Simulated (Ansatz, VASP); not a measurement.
## ScIn2Se2: VASP beside Ansatz

File INCAR:

```
ALGO = Normal
EDIFF = 1E-6
ENCUT = 520
GGA = PE
ISIF = 2
ISMEAR = 0
ISPIN = 2
LASPH = T
LCHARG = F
LMAXMIX = 4
LORBIT = 11
LREAL = F
LWAVE = F
MAGMOM = 1 0 0 0 0
NBANDS = 36
NELM = 150
PREC = Accurate
SIGMA = 0.1
```

File KPOINTS:

```
k-points
0
Gamma
  6 6 2
```

Contents of POSCAR:

```
ScIn2Se2
1.0
    3.7971628756      0.0000000000      0.0000000000
   -1.8985814378      3.2884395126      0.0000000000
    0.0000000000      0.0000000000     11.1337833150
Sc In Se
1 2 2
Direct
    0.0000000000      0.0000000000      0.0000000000
    0.0000000000      0.0000000000      0.6480305519
    0.0000000000      0.0000000000      0.3519694481
    0.6666666667      0.3333333333      0.8574363730
    0.3333333333      0.6666666667      0.1425636270
```

Input for Ansatz:

```yaml
crystal:
  lattice:
    - [3.7971628756, 0.0, 0.0]
    - [-1.8985814378, 3.2884395126, 0.0]
    - [0.0, 0.0, 11.133783315]
  atoms:
    - { symbol: Sc, position: [0.0, 0.0, 0.0], spin: 1.0 }
    - { symbol: In, position: [0.0, 0.0, 0.6480305519] }
    - { symbol: In, position: [0.0, 0.0, 0.3519694481] }
    - { symbol: Se, position: [0.6666666667, 0.3333333333, 0.857436373] }
    - { symbol: Se, position: [0.3333333333, 0.6666666667, 0.142563627] }
basis:
  ecutwfc: 420
kpoints:
  mp_grid: { grid: [6, 6, 2] }
hamiltonian:
  xc: pbe
scf:
  occupations: { method: gaussian, width: 0.1 }
  lower_state_search: "off"
output:
  forces: true
  stress: true
  eigenvalues: true
  populations: true
magnetization:
  spin_polarized: true
```

Alike in both runs: task single point; functional PBE; k mesh 6 × 6 × 2; occupations gaussian, width 0.1 eV; collinear spin.

|  | VASP | Ansatz |
| --- | --- | --- |
| version | VASP 6.6.1 | Ansatz 0.2.0 |
| potentials or method | VASP PAW PBE potentials, release 64 (Sc_sv, In_d, Se), cutoff 520 eV | scalar-relativistic, plane waves, PAW |
| valence electrons in the cell | 49 | 69 |

|  | VASP | Ansatz | Ansatz less VASP |
| --- | --- | --- | --- |
| gap on the k mesh at the Fermi level (eV) | none | none | - |
| pressure (GPa) | 0.1 | 0.0 | -0.07 |
| traceless stress, the component that is largest in VASP (GPa) | -0.07 | -0.07 | -0.004 |
| rms of the force components (eV/Å) | 0.024 | 0.026 | +0.0015 |
| net moment per atom (μB) | 0.00 | 0.00 | 0.000 |

Atom by atom the forces differ by 0.009 eV/Å (rms over components). A gap of «none» marks a metal or a gap that the smearing closes. The functional is the same, so the differences come from potentials, cutoffs and numerics. VASP's potentials hold 49 valence electrons a cell and Ansatz's 69, so a difference there can come from the potentials and not from the codes. Ansatz's warnings: seeded moment not kept.
